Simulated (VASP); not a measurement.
Crystal: SiC.

```xyz
8
Lattice="3.0941 0.0000 0.0000 -1.5470 2.6796 0.0000 0.0000 0.0000 10.1296" Properties=species:S:1:pos:R:3 pbc="T T T"
Si    1.5470    0.8932    9.5000
Si    0.0000    1.7864    4.4352
Si    0.0000    0.0000    6.9681
Si    0.0000    0.0000    1.9033
C     1.5470    0.8932    7.5952
C     0.0000    1.7864    2.5304
C     0.0000    0.0000    5.0694
C     0.0000    0.0000    0.0046
```

```yaml
Program: VASP 6.6.1
Task: relaxation of cell and atoms
Functional: r2SCAN
Potentials_or_basis: VASP PAW PBE potentials, release 64 (Si, C)
Cutoff: 600 eV
k_mesh: 12 × 12 × 2
Occupations: fermi-dirac, width 0.02 eV
Spin: no spin polarisation
```

At the start: pressure -3.9 GPa; volume 10.50 Å³/atom.

**Question.** Where does the relaxation end?

**Answer.** Over 6 steps the energy falls by 2.2 meV/atom and the volume is 10.32 Å³/atom (-1.7 %); space group P6_3mc (No. 186, to 0.1 Å) before and after.

Step by step:
| step | energy change (eV) | largest force (eV/Å) | pressure (GPa) | volume (Å³) |
| --- | --- | --- | --- | --- |
| 1 | 0.0000 | 0.0047 | -3.85 | 83.98 |
| 2 | 0.0041 | 0.0201 | 4.54 | 80.95 |
| 3 | -0.0178 | 0.0065 | -0.01 | 82.53 |
| 4 | -0.0178 | 0.0068 | 0.07 | 82.50 |
| 5 | -0.0178 | 0.0060 | -0.06 | 82.54 |
| 6 | -0.0178 | 0.0006 | 0.00 | 82.52 |

Final structure:
```
Si C
1.0
     3.07592    0.00000    0.00000
    -1.53796    2.66382    0.00000
     0.00000    0.00000   10.07135
Si C
4 4
Direct
  0.66667 0.33333 0.93784
  0.33333 0.66667 0.43784
  0.00000 0.00000 0.68789
  0.00000 0.00000 0.18789
  0.66667 0.33333 0.74980
  0.33333 0.66667 0.24980
  0.00000 0.00000 0.50047
  0.00000 0.00000 0.00047
```

Caveat: the PAW data sets were made with another functional, which shifts forces and pressure a little.
